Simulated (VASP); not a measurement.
Wanted: the native input for a VASP 6.6.1 run.

- Task: relaxation of cell and atoms
- Functional: PBE
- Potentials or basis: VASP PAW PBE potentials, release 64 (Ti_sv, Al)
- Cutoff: 600 eV
- k mesh: 14 × 14 × 14
- Occupations: gaussian, width 0.1 eV
- Spin: no spin polarisation
- Dipole correction: no
- Further INCAR settings: ALGO = Fast; EDIFF = 1e-06; IBRION = 2; EDIFFG = -0.01; NSW = 100; ISIF = 3

The structure of TiAl lies in POSCAR:

```
TiAl
1.0
    3.1790640000      0.0000000000      0.0000000000
    0.0000000000      3.1790640000      0.0000000000
    0.0000000000      0.0000000000      3.1790640000
Ti Al
1 1
Direct
    0.0000000000      0.0000000000      0.0000000000
    0.5000000000      0.5000000000      0.5000000000
```

One way to write it, as run:

INCAR

```
ALGO = Fast
EDIFF = 1E-6
EDIFFG = -0.01
ENCUT = 600
GGA = PE
IBRION = 2
ISIF = 3
ISMEAR = 0
LASPH = True
LCHARG = False
LREAL = False
LWAVE = False
NELM = 80
NSW = 100
PREC = Accurate
SIGMA = 0.1
```

KPOINTS

```
k-points
0
Gamma
  14 14 14
```

Potentials or basis: VASP PAW PBE potentials, release 64 (Ti_sv, Al).

Run with:

```bash
$ cat potpaw_PBE.64/Ti_sv/POTCAR potpaw_PBE.64/Al/POTCAR > POTCAR
$ mpirun -np 1 vasp_std > vasp.out
```

It gave:

* Relaxed volume: 16.18 Å³/atom
* Relaxed cell: a = 3.187 Å, b = 3.187 Å, c = 3.187 Å, α = 90.00°, β = 90.00°, γ = 90.00°
* Space group after relaxing (to 0.1 Å): Pm-3m (No. 221)
* Energy gained by relaxing: 0.2 meV/atom
* Ionic steps: 4
* Pressure after relaxing: -0.1 GPa
* Band gap on the k mesh: zero (an odd number of electrons rules out a gap without spin polarisation)

It took 2.7 min on 1 thread of Intel(R) Xeon(R) Platinum 8488C (Sapphire Rapids), with other jobs on the host, peak memory 0.2 GiB.
